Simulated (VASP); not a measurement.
# KAl12 in VASP: a series of runs

The runs below take KAl12 through single point, with PBE.

All numbers are computed with VASP 6.6.1; they aren't measurements. Logs are shortened: lines on timing, memory, paths and dates and some standing lists are left out, and cuts for length are marked.

## 1. The cell of the first run

The cell holds a slab with vacuum, 13 atoms: a = 5.728 Å, b = 5.728 Å, c = 15.677 Å, α = 90.00°, β = 90.00°, γ = 60.00°.

## 2. Single point, PBE

INCAR reads:

```
ALGO = Normal
EDIFF = 1E-6
ENCUT = 520
GGA = PE
ISIF = 2
ISMEAR = 0
LASPH = True
LCHARG = True
LELF = True
LREAL = False
LVHAR = True
LWAVE = False
NBANDS = 34
NELM = 80
PREC = Accurate
SIGMA = 0.1
```

KPOINTS reads:

```
k-points
0
Gamma
  3 3 1
```

POSCAR reads:

```
KAl12
1.0
    5.7275650000      0.0000000000      0.0000000000
    2.8637820000      4.9602170000      0.0000000000
    0.0000000000      0.0000000000     15.6765370000
Al K
12 1
Direct
    0.1666666208      0.1666667003      0.0637895984
    0.6666667081      0.1666667003      0.0637895984
    0.1666666712      0.6666665995      0.0637895984
    0.6666667585      0.6666665995      0.0637895984
   -0.1657106966      0.3311260374      0.2148750709
    0.3336580705      0.3324173116      0.2132154570
   -0.1681455375      0.8352648685      0.2149881061
    0.3326527146      0.8352999476      0.2150067327
    0.0005518510     -0.0016309770      0.3685283937
    0.5000090011     -0.0006973485      0.3703736355
   -0.0052025618      0.4993243239      0.3615616765
    0.5057434484      0.4991862251      0.3615885320
    1.2336448549     -0.4647026531      0.5501860519
```

Potentials or basis: VASP PAW PBE potentials, release 64 (Al, K_sv).

Run with:

```
> cat potpaw_PBE.64/Al/POTCAR potpaw_PBE.64/K_sv/POTCAR > POTCAR
> mpirun -np 1 vasp_std > vasp.out
```

OUTCAR:

```text
EDIFF = 1E-6
   ENCUT = 520
   GGA = PE
   ISIF = 2
   ISMEAR = 0
   LASPH = True
   LREAL = False
   NELM = 80
   PREC = Accurate

 ion  position               nearest neighbor table
   1  0.167  0.167  0.064-   2 2.86   4 2.86   3 2.86   3 2.86   2 2.86   4 2.86   6 2.87   8 2.88
                             5 2.89
   2  0.667  0.167  0.064-   1 2.86   4 2.86   3 2.86   3 2.86   4 2.86   1 2.86   6 2.87   7 2.88
                             5 2.88
   3  0.167  0.667  0.064-   4 2.86   1 2.86   2 2.86   2 2.86   1 2.86   4 2.86   6 2.87   8 2.89
                             7 2.89
   4  0.667  0.667  0.064-   3 2.86   1 2.86   2 2.86   2 2.86   3 2.86   1 2.86   7 2.89   8 2.89
                             5 2.89
   5  0.834  0.331  0.215-  12 2.82  11 2.82   7 2.85   8 2.85   6 2.86   6 2.86   8 2.88   7 2.88
                             2 2.88   1 2.89   4 2.89   9 2.92
   6  0.334  0.332  0.213-   8 2.85   7 2.85   5 2.86   5 2.86   1 2.87   2 2.87  11 2.87  12 2.87
                             3 2.87   7 2.88   8 2.88  10 2.97
   7  0.832  0.835  0.215-  11 2.84   5 2.85   6 2.85   8 2.86   8 2.87   6 2.88   5 2.88   2 2.88
                             4 2.89   3 2.89   9 2.92  10 2.94
   8  0.333  0.835  0.215-  12 2.84   5 2.85   6 2.85   7 2.86   7 2.87   6 2.88   5 2.88   1 2.88
                             4 2.89   3 2.89   9 2.92  10 2.94
   9  0.001  0.998  0.369-  12 2.85  11 2.86  10 2.86  10 2.86  11 2.88  12 2.88   7 2.92   8 2.92
                             5 2.92
  10  0.500  0.999  0.370-  12 2.85  11 2.85   9 2.86   9 2.86  11 2.88  12 2.88   8 2.94   7 2.94
                             6 2.97
  11  0.995  0.499  0.362-  12 2.80   5 2.82   7 2.84  10 2.85   9 2.86   6 2.87   9 2.88  10 2.88
                            12 2.93  13 3.31
  12  0.506  0.499  0.362-  11 2.80   5 2.82   8 2.84  10 2.85   9 2.85   6 2.87   9 2.88  10 2.88
                            11 2.93  13 3.30
  13  0.234  0.535  0.550-  12 3.30  11 3.31

  LATTYP: Found a hexagonal cell.
 ALAT       =     5.7275649303
 C/A-ratio  =     2.7370334847

  Lattice vectors:

 A1 = (  -2.8637820000,  -4.9602170000,   0.0000000000)
 A2 = (   5.7275650000,   0.0000000000,   0.0000000000)
 A3 = (   0.0000000000,   0.0000000000,  15.6765370000)

Analysis of symmetry for initial positions (statically):
=====================================================================
 Subroutine PRICEL returns:
 Original cell was already a primitive cell.

 Routine SETGRP: Setting up the symmetry group for a
 hexagonal supercell.

 Subroutine GETGRP returns: Found  1 space group operations
 (whereof  1 operations were pure point group operations)
 out of a pool of 24 trial point group operations.

The static configuration has the point symmetry C_1 .

Analysis of symmetry for dynamics (positions and initial velocities):
=====================================================================
 Subroutine PRICEL returns:
 Original cell was already a primitive cell.

 Routine SETGRP: Setting up the symmetry group for a
 hexagonal supercell.

 Subroutine GETGRP returns: Found  1 space group operations
 (whereof  1 operations were pure point group operations)
 out of a pool of 24 trial point group operations.

The dynamic configuration has the point symmetry C_1 .

 Subroutine INISYM returns: Found  1 space group operations
 (whereof  1 operations are pure point group operations),
 and found     1 'primitive' translations

----------------------------------------------------------------------------------------

                                     Primitive cell

  volume of cell :     445.3699

  direct lattice vectors                    reciprocal lattice vectors
     5.727565000  0.000000000  0.000000000     0.174594265 -0.100802024  0.000000000
     2.863782000  4.960217000  0.000000000     0.000000000  0.201604083  0.000000000
     0.000000000  0.000000000 15.676537000     0.000000000  0.000000000  0.063789598

  length of vectors
     5.727565000  5.727564930 15.676537000     0.201604081  0.201604083  0.063789598

  position of ions in fractional coordinates (direct lattice)
     0.166666621  0.166666700  0.063789598
     0.666666708  0.166666700  0.063789598
     0.166666671  0.666666599  0.063789598
     0.666666758  0.666666599  0.063789598
     0.834289303  0.331126037  0.214875071
     0.333658071  0.332417312  0.213215457
     0.831854462  0.835264868  0.214988106
     0.332652715  0.835299948  0.215006733
     0.000551851  0.998369023  0.368528394
     0.500009001  0.999302652  0.370373636
     0.994797438  0.499324324  0.361561677
     0.505743448  0.499186225  0.361588532
     0.233644855  0.535297347  0.550186052

  ion indices of the primitive-cell ions
   primitive index   ion index
                 1           1
                 2           2
                 3           3
                 4           4
                 5           5
                 6           6
                 7           7
                 8           8
                 9           9
                10          10
                11          11
                12          12
                13          13

----------------------------------------------------------------------------------------

 KPOINTS: k-points

Automatic generation of k-mesh.
 Grid dimensions read from file:
 generate k-points for:    3    3    1

 Generating k-lattice:

  Cartesian coordinates                     Fractional coordinates (reciprocal lattice)
     0.058198088 -0.033600675  0.000000000     0.333333333  0.000000000  0.000000000
     0.000000000  0.067201361  0.000000000     0.000000000  0.333333333  0.000000000
     0.000000000  0.000000000  0.063789598     0.000000000  0.000000000  1.000000000

  Length of vectors
     0.067201360  0.067201361  0.063789598

  Shift w.r.t. Gamma in fractional coordinates (k-lattice)
     0.000000000  0.000000000  0.000000000

 Subroutine IBZKPT returns following result:
 ===========================================

 Found      5 irreducible k-points:

 Following reciprocal coordinates:
            Coordinates               Weight
  0.000000  0.000000  0.000000      1.000000
  0.333333  0.000000  0.000000      2.000000
  0.333333  0.333333  0.000000      2.000000
  0.000000  0.333333  0.000000      2.000000
 -0.333333  0.333333  0.000000      2.000000
   k-points           NKPTS =      5   k-points in BZ     NKDIM =      5   number of bands    NBANDS=     34
   number of dos      NEDOS =    301   number of ions     NIONS =     13
   total plane-waves  NPLWV = 276480
   dimension x,y,z NGX =    48 NGY =   48 NGZ =  120
   dimension x,y,z NGXF=    96 NGYF=   96 NGZF=  240
   ions per type =              12   1
   NGX,Y,Z   is equivalent  to a cutoff of  13.93, 13.93, 12.73 a.u.
   NGXF,Y,Z  is equivalent  to a cutoff of  27.86, 27.86, 25.45 a.u.
 SYSTEM =  unknown system
   PREC   = accura    normal or accurate (medium, high low for compatibility)
   ISTART =      0    job   : 0-new  1-cont  2-samecut
   ICHARG =      2    charge: 1-file 2-atom 10-const
   ISPIN  =      1    spin polarized calculation?
   LNONCOLLINEAR =      F non collinear calculations
   LSORBIT =      F    spin-orbit coupling
   LASPH  =      T    aspherical Exc in radial PAW
   ENCUT  =  520.0 eV  38.22 Ry    6.18 a.u.  10.65 10.65 29.15*2*pi/ulx,y,z
   NELM   =     80;   NELMIN=  2; NELMDL= -5     # of ELM steps
   EDIFF  = 0.1E-05   stopping-criterion for ELM
   LREAL  =      F    real-space projection
   EDIFFG = 0.1E-04   stopping-criterion for IOM
   NSW    =      0    number of steps for IOM
   IBRION =     -1    ionic relax: 0-MD 1-quasi-New 2-CG
   NFREE  =      0    steps in history (QN), initial steepest desc. (CG)
   ISIF   =      2    stress and relaxation
   ISYM   =      2    0-nonsym 1-usesym 2-fastsym
   POTIM  = 0.5000    time-step for ionic-motion
   TEBEG  =    0.0;   TEEND  =   0.0 temperature during run
   PSTRESS=    0.0 pullay stress
   NELECT =      45.0000    total number of electrons
   NUPDOWN=      -1.0000    fix difference up-down
   EMIN   =  10.00;   EMAX   =-10.00  energy-range for DOS
   EFERMI =   0.00;   METHOD = LEGACY
   ISMEAR =     0;   SIGMA  =   0.10  broadening in eV -4-tet -1-fermi 0-gaus
   EFERMI_NEDOS =   21; number of points for ismear=-14 and -15
   IALGO  =     38    algorithm
   IMIX   =      4    mixing-type and parameters
     AMIX     =   0.40;   BMIX     =  1.00
     AMIX_MAG =   1.60;   BMIX_MAG =  1.00
  volume/ion in A,a.u.               =      34.26       231.19
  Fermi-wavevector in a.u.,A,eV,Ry     =   0.762498  1.440912  7.910471  0.581403
  Thomas-Fermi vector in A             =   1.861972
   LORBIT       =      0    0 simple, 1 ext, 2 COOP (PROOUT), +10 PAW based schemes
   GGA     = PE    functional components
   LHFCALC =     F    Hartree Fock is set to
   AEXX    =    0.0000 exact exchange contribution
   IVDW    =     0    specifies the selected vdW correction
   LEPSILON=     F    determine dielectric tensor
   LRPA    =     F    only Hartree local field effects (RPA)
 non-spin polarized calculation
 Gauss-broadening in eV      SIGMA  =   0.10
  energy-cutoff  :      520.00
  volume of cell :      445.37
 maximum number of plane-waves:     12018
 NGX is ok and might be reduce to    42
   NGX = 21   NGY = 21   NGZ = 59

 number of electron      44.9999999 magnetization

 Free energy of the ion-electron system (eV)
  ---------------------------------------------------
  ext. energy  EPLUGINS =         0.00000000
  ---------------------------------------------------
  free energy    TOTEN  =       -43.92360368 eV

  energy without entropy =      -43.88529007  energy(sigma->0) =      -43.90444687

 E-fermi :   2.4204     XC(G=0):  -6.3832

 val. band max:        2.3217242406   @ k =   0.0000   0.0000   0.0000
 cond. band min:       2.5399177099   @ k =   0.0000   0.3333   0.0000
 fundamental gap:      0.2181934693
 Fermi energy:         2.4203790124

 k-point     1 :       0.0000    0.0000    0.0000
  band No.  band energies     occupation
      1     -29.9692      2.00000
      2     -13.4717      2.00000
      3     -13.4579      2.00000
      4     -13.4527      2.00000
      5      -7.8190      2.00000
      6      -6.1001      2.00000
[... 26 lines left out ...]
     33       4.9010      0.00000
     34       5.0224      0.00000

 k-point     2 :       0.3333    0.0000    0.0000
  band No.  band energies     occupation
      1     -29.9691      2.00000
      2     -13.4750      2.00000
      3     -13.4593      2.00000
      4     -13.4523      2.00000
      5      -7.1543      2.00000
      6      -5.4423      2.00000
[... 26 lines left out ...]
     33       4.8501      0.00000
     34       5.0552      0.00000

 k-point     3 :       0.3333    0.3333    0.0000
  band No.  band energies     occupation
      1     -29.9691      2.00000
      2     -13.4749      2.00000
      3     -13.4593      2.00000
      4     -13.4523      2.00000
      5      -7.1543      2.00000
      6      -5.4423      2.00000
[... 26 lines left out ...]
     33       4.8506      0.00000
     34       5.0558      0.00000

 k-point     4 :       0.0000    0.3333    0.0000
  band No.  band energies     occupation
      1     -29.9691      2.00000
      2     -13.4727      2.00000
      3     -13.4614      2.00000
      4     -13.4524      2.00000
      5      -7.1544      2.00000
      6      -5.4421      2.00000
[... 26 lines left out ...]
     33       4.8358      0.00000
     34       5.0478      0.00000

 k-point     5 :      -0.3333    0.3333    0.0000
  band No.  band energies     occupation
      1     -29.9691      2.00000
      2     -13.4754      2.00000
      3     -13.4612      2.00000
      4     -13.4520      2.00000
      5      -5.8724      2.00000
      6      -5.8214      2.00000
[... 26 lines left out ...]
     33       5.4581      0.00000
     34       5.4799      0.00000

------------------------ aborting loop because EDIFF is reached ----------------------------------------

  FORCE on cell =-STRESS in cart. coord.  units (eV):
  Direction    XX          YY          ZZ          XY          YZ          ZX
  --------------------------------------------------------------------------------------
  -------------------------------------------------------------------------------------
  Total       -3.1178453     -3.6035377     -0.5510441      0.0003646     -0.0223742     -0.0004460
  in kB      -11.2161629    -12.9633967     -1.9823308      0.0013117     -0.0804891     -0.0016044
  external PRESSURE =      -8.7206301 kB  Pullay stress =       0.0000000 kB

 VOLUME and BASIS-vectors are now :
 -----------------------------------------------------------------------------
  energy-cutoff  :      520.00
  volume of cell :      445.37
      direct lattice vectors                 reciprocal lattice vectors
     5.727565000  0.000000000  0.000000000     0.174594265 -0.100802024  0.000000000
     2.863782000  4.960217000  0.000000000     0.000000000  0.201604083  0.000000000
     0.000000000  0.000000000 15.676537000     0.000000000  0.000000000  0.063789598

 POSITION                                       TOTAL-FORCE (eV/Angst)
 -----------------------------------------------------------------------------------
      1.43189      0.82670      1.00000         0.053827     -0.042299      0.004430
      4.29567      0.82670      1.00000        -0.054556     -0.042328      0.004419
      2.86378      3.30681      1.00000        -0.000359      0.010148     -0.019478
      5.72757      3.30681      1.00000        -0.000258      0.075888     -0.028803
      5.72672      1.64246      3.36850         0.000612     -0.000570      0.013369
      2.86302      1.64886      3.34248         0.000593     -0.000248      0.019313
      7.15652      4.14310      3.37027         0.000341      0.000940      0.022747
      4.29741      4.14327      3.37056        -0.000816      0.000054      0.022993
      2.86227      4.95213      5.77725         0.000781     -0.001667     -0.011176
      5.72562      4.95676      5.80618         0.001419      0.001112     -0.009746
      7.12772      2.47676      5.66803         0.001304      0.001572     -0.004699
      4.32624      2.47607      5.66846        -0.001122      0.002808     -0.015098
      2.87119      2.65519      8.62501        -0.001766     -0.005409      0.001729
 -----------------------------------------------------------------------------------
    total drift:                                0.000018      0.000119      0.000302

  FREE ENERGIE OF THE ION-ELECTRON SYSTEM (eV)
  ---------------------------------------------------
  free  energy   TOTEN  =       -43.9236036807 eV

  energy  without entropy=      -43.8852900690  energy(sigma->0) =      -43.90444687
```

It took 88 s on 1 thread of Intel Xeon 6975P-C (Granite Rapids), shared host; peak memory 0.57 GiB.

What came out:

| Item | Value |
| --- | --- |
| Free energy | -43.9236 eV |
| Largest force | 0.081 eV/Å |

Forces on the atoms (eV/Å):
```
Al   0.054 -0.042  0.004
Al  -0.055 -0.042  0.004
Al   0.000  0.010 -0.019
Al   0.000  0.076 -0.029
Al   0.001 -0.001  0.013
Al   0.001  0.000  0.019
Al   0.000  0.001  0.023
Al  -0.001  0.000  0.023
Al   0.001 -0.002 -0.011
Al   0.001  0.001 -0.010
Al   0.001  0.002 -0.005
Al  -0.001  0.003 -0.015
K   -0.002 -0.005  0.002
```

Caveat: the k points lie up to 0.42 Å⁻¹ apart.

## 3. Single point, PBE

INCAR reads:

```
SYSTEM = KAl12
PREC     = Accurate       ! precision mode
ENCUT    = 520            ! plane-wave cutoff, eV
EDIFF    = 1E-6           ! SCF threshold, eV
ISMEAR   = 0              ! smearing method
SIGMA    = 0.1            ! smearing width, eV
LREAL    = .FALSE.        ! projectors in reciprocal space
LASPH    = .TRUE.         ! aspherical terms in the spheres
NELM     = 100            ! most SCF steps
ALGO     = Normal         ! electronic algorithm
ISIF     = 2              ! what is computed and relaxed
LWAVE    = .FALSE.        ! write WAVECAR
LCHARG   = .TRUE.         ! write CHGCAR
GGA      = PE             ! functional
LELF     = .TRUE.         ! ELF
LVHAR    = .TRUE.       
NBANDS   = 34             ! bands
```

KPOINTS reads:

```
regular mesh
0
G
  3 3 1
  0 0 0
```

POSCAR reads:

```
KAl12
1.0
    5.7275650000      0.0000000000      0.0000000000
    2.8637820000      4.9602170000      0.0000000000
    0.0000000000      0.0000000000     15.6765370000
Al K
12 1
Direct
    0.1666666208      0.1666667003      0.0637895984
    0.6666667081      0.1666667003      0.0637895984
    0.1666666712      0.6666665995      0.0637895984
    0.6666667585      0.6666665995      0.0637895984
   -0.1656467721      0.3317538325      0.2144619695
    0.3332424709      0.3335924618      0.2130711649
   -0.1672747848      0.8360525356      0.2157475213
    0.3314782326      0.8360803570      0.2152461988
    0.0007729351     -0.0021412370      0.3713022844
    0.5014198954     -0.0025986766      0.3669124118
   -0.0063713012      0.5023165317      0.3621991260
    0.5045148491      0.5022171409      0.3617415632
    1.2942245681     -0.5801113137      0.5495306776
```

Potentials or basis: VASP PAW PBE potentials, release 64 (Al, K_sv).

Run with:

```
> cat potpaw_PBE.64/Al/POTCAR potpaw_PBE.64/K_sv/POTCAR > POTCAR
> mpirun -np 1 vasp_std > vasp.out
```

Wall time 99 s (1 thread of Intel Xeon 6975P-C (Granite Rapids), shared host); peak memory 0.57 GiB.

The run converged. Its results:

* Free energy: -43.9290 eV
* Largest force: 0.047 eV/Å

Forces in eV/Å, atoms in the order of the input:
```
Al   0.011 -0.018  0.016
Al  -0.010 -0.014  0.015
Al   0.004  0.014  0.000
Al  -0.003  0.027 -0.038
Al   0.000  0.001  0.007
Al   0.000  0.001  0.010
Al   0.000  0.000  0.007
Al  -0.001  0.000  0.012
Al   0.002  0.000 -0.004
Al  -0.001  0.002 -0.005
Al  -0.003 -0.002 -0.015
Al   0.001  0.001 -0.015
K   -0.001 -0.011  0.010
```

Levels at points of the mesh, in eV from the Fermi level:
```
           k point  band 20  band 21  band 22  band 23  band 24  band 25
(0.00, 0.00, 0.00)    -2.43    -0.56    -0.38    -0.37    -0.34    -0.15
```

Caveat: the k points lie up to 0.42 Å⁻¹ apart.
